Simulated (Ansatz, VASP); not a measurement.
# W: VASP beside Ansatz

INCAR

```
SYSTEM = W
PREC     = Accurate       ! precision mode
ENCUT    = 600            ! plane-wave cutoff, eV
EDIFF    = 1E-6           ! SCF threshold, eV
ISMEAR   = -1             ! smearing method
SIGMA    = 0.1            ! smearing width, eV
LREAL    = .False.        ! projectors in reciprocal space
LASPH    = .True.         ! aspherical terms in the spheres
NELM     = 60             ! most SCF steps
ALGO     = Normal         ! electronic algorithm
ISIF     = 3              ! what is computed and relaxed
LWAVE    = .False.        ! write WAVECAR
LCHARG   = .False.        ! write CHGCAR
GGA      = PS             ! functional
IBRION   = 2              ! ionic algorithm
NSW      = 60             ! ionic steps
EDIFFG   = -0.005         ! ionic threshold
```

Contents of KPOINTS:

```
regular mesh
0
Gamma
  19 19 19
  0 0 0
```

POSCAR

```
W
1.0
   -1.5784212184      1.5784212184      1.5784212184
    1.5784212184     -1.5784212184      1.5784212184
    1.5784212184      1.5784212184     -1.5784212184
W
1
Direct
    0.0000000000      0.0000000000      0.0000000000
```

Input for Ansatz:

```yaml
crystal:
  lattice:
    - [-1.5784212184, 1.5784212184, 1.5784212184]
    - [1.5784212184, -1.5784212184, 1.5784212184]
    - [1.5784212184, 1.5784212184, -1.5784212184]
  atoms:
    - { symbol: W, position: [0.0, 0.0, 0.0] }
kpoints:
  mp_grid: { grid: [19, 19, 19] }
scf:
  occupations: { method: fermi_dirac, width: 0.1 }
hamiltonian:
  xc: pbesol
  pseudopotentials: { kind: paw }
output:
  forces: true
  stress: true
relax:
  f_tol: 0.005
  max_steps: 40
  cell: {}
```

Alike in both runs: task relaxation of cell and atoms; functional PBEsol; k mesh 19 × 19 × 19; occupations fermi-dirac, width 0.1 eV; no spin polarisation.

|  | VASP | Ansatz |
| --- | --- | --- |
| version | VASP 6.6.1 | Ansatz 0.2.0 |
| potentials or method | VASP PAW PBE potentials, release 64 (W_sv) | PAW with Ansatz's default frozen-core files, scalar-relativistic |
| plane-wave cutoff (eV) | 600 | 420 |
| valence electrons in the cell | 14 | 14 |

|  | VASP | Ansatz | Ansatz less VASP |
| --- | --- | --- | --- |
| relaxed volume (Å³/atom) | 15.72 | 15.69 | -0.037 |
| relaxed cell length with the largest relative difference (Å) | 2.734 | 2.731 | -0.0022 |

VASP's potentials were made for PBE, not for PBEsol.

Neither program's run includes spin-orbit coupling.
